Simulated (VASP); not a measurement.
# AlCo3: single point with PBEsol

AlCo3:

```xyz
4
Lattice="3.5749 0.0000 0.0000 0.0000 3.5749 0.0000 0.0000 0.0000 3.5749" Properties=species:S:1:pos:R:3 pbc="T T T"
Al    0.0000    0.0000    0.0000
Co    1.7875    1.7875    0.0000
Co    1.7875    0.0000    1.7875
Co    0.0000    1.7875    1.7875
```

```yaml
Program: VASP 6.6.1
Task: single point
Functional: PBEsol
Potentials_or_basis: VASP PAW PBE potentials, release 64 (Al, Co)
Cutoff: 520 eV
k_mesh: 12 × 12 × 12
Occupations: methfessel-paxton, width 0.2 eV
Spin: collinear spin, ferromagnetic start
Starting_moments: "[0.0, 1.48, 1.48, 1.48] μB"
Dipole_correction: no
Further_INCAR_settings: ALGO = Normal; EDIFF = 1e-06; NBANDS = 27
```

The pressure is -7.7 GPa and the net moment is 3.86 μB per cell. The site moments are Al -0.04; Co +1.32 μB and the valence electrons inside the program's atomic spheres are Al 0.82; Co 8.30.

Levels at points of the mesh, in eV from the Fermi level:
Spin up:
```tsv
k point	band 15	band 16	band 17	band 18	band 19	band 20
(0.00, 0.00, 0.00)	-0.19	-0.19	0.81	0.81	0.81	6.68
(0.50, 0.00, 0.00)	-1.37	-0.94	-0.19	5.50	5.50	5.57
(0.50, 0.50, 0.00)	-1.19	-1.18	-0.72	0.77	0.77	8.13
(0.50, 0.50, 0.50)	-1.29	-0.40	-0.40	-0.40	-0.33	3.40
```
Spin down:
```csv
k point,band 11,band 12,band 13,band 14,band 15,band 16
"(0.00, 0.00, 0.00)",0.59,0.59,0.82,0.82,0.82,1.01
"(0.50, 0.00, 0.00)",-0.80,-0.21,-0.21,-0.21,0.03,0.67
"(0.50, 0.50, 0.00)",-0.38,-0.37,-0.31,-0.31,0.09,0.11
"(0.50, 0.50, 0.50)",-0.32,-0.32,-0.32,-0.20,-0.05,-0.05
```

Wall time 7.2 min on 1 thread of Intel Xeon 8259CL (shared host), peak memory 0.28 GiB.

Caveat: the cell stands under tension; the PAW data sets were made with another functional, which shifts forces and pressure a little.
